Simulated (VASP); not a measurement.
Crystal: Au.

```
Au
1.0
     2.84080    0.00000    0.00000
    -1.42040    2.46020    0.00000
     0.00000    0.00000    4.78038
Au
2
Direct
  0.33333 0.66667 0.75000
  0.66667 0.33333 0.25000
```

This cell differs from its parent crystal: volume scaled by 0.94.

Base run:

```yaml
Program: VASP 6.6.1
Functional: PBEsol
Potentials_or_basis: VASP PAW PBE potentials, release 64 (Au)
Cutoff: 520 eV
k_mesh: 14 × 14 × 8
Occupations: fermi-dirac, width 0.03 eV
Spin: no spin polarisation
```

Its results: band gap on the k mesh zero (band 11 reaches 13.58 eV, above the bottom of band 12 at 6.93 eV); pressure 3.2 GPa.

Task: The run is repeated on the same cell with these changes: potentials or basis from VASP PAW PBE potentials, release 64 (Au) to VASP PAW PBE potentials, release 64 (Au_sv_GW); cutoff from 520 eV to 400 eV; further incar settings from ALGO = Normal; EDIFF = 1e-08; NBANDS = 18 to ALGO = Normal; EDIFF = 1e-08; NBANDS = 26; valence electrons from 22 to 38. What comes out?

Result: Band gap on the k mesh zero (band 19 reaches 12.93 eV, above the bottom of band 20 at 6.25 eV); pressure -0.6 GPa.

Caveats: the PAW data sets were made with another functional, which shifts forces and pressure a little; spin-orbit coupling is left out, which moves the levels of the heavy elements.
